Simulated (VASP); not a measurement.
Write the native input for VASP 6.6.1 that does the following.

```yaml
Task: single point
Functional: PBE
Potentials_or_basis: VASP PAW PBE potentials, release 64 (Sn_d)
Cutoff: 520 eV
k_mesh: 12 × 12 × 12
Occupations: gaussian, width 0.15 eV
Spin: no spin polarisation
Dipole_correction: no
Further_INCAR_settings: ALGO = Fast; EDIFF = 1e-06; NBANDS = 21
```

The structure of Sn lies in POSCAR:

```
Sn
1.0
    0.0000000000      3.3429680000      3.1969160000
    3.3429680000      0.0000000000      3.1969160000
    3.3429680000      3.3429680000      0.0000000000
Sn
2
Direct
    0.5000000000      0.5000000000      0.5000000000
    0.7500000000      0.7500000000      0.7500000000
```

This cell differs from its parent crystal: strain +0.030 along x and y, -0.015 along z.

One way to write it, as run:

INCAR

```
SYSTEM = Sn
ALGO     = Fast           ! electronic algorithm
EDIFF    = 1E-6           ! SCF threshold, eV
ENCUT    = 520            ! plane-wave cutoff, eV
GGA      = PE             ! functional
ISIF     = 2              ! what is computed and relaxed
ISMEAR   = 0              ! smearing method
LASPH    = .True.         ! aspherical terms in the spheres
LCHARG   = .True.         ! write CHGCAR
LELF     = .True.         ! ELF
LREAL    = .False.        ! projectors in reciprocal space
LVHAR    = .True.       
LWAVE    = .False.        ! write WAVECAR
NBANDS   = 21             ! bands
NELM     = 80             ! most SCF steps
PREC     = Accurate       ! precision mode
SIGMA    = 0.15           ! smearing width, eV
```

KPOINTS

```
k-points
0
Gamma
  12 12 12
  0 0 0
```

Potentials or basis: VASP PAW PBE potentials, release 64 (Sn_d).

Launch:

```bash
$ cat potpaw_PBE.64/Sn_d/POTCAR > POTCAR
$ mpirun -np 1 vasp_std > vasp.out
```

It gave:

| Item | Value |
| --- | --- |
| Pressure | 1.1 GPa |
| Band gap on the k mesh | zero (band 14 reaches 5.21 eV, above the bottom of band 15 at 5.07 eV) |

Caveat: the cell differs from its parent crystal (strain +0.030 along x and y, -0.015 along z); spin-orbit coupling is left out, which moves the levels of the heavy elements.

It took 100 s on 1 thread of Intel(R) Xeon(R) 6975P-C (Granite Rapids) (shared host), peak memory 0.34 GiB.
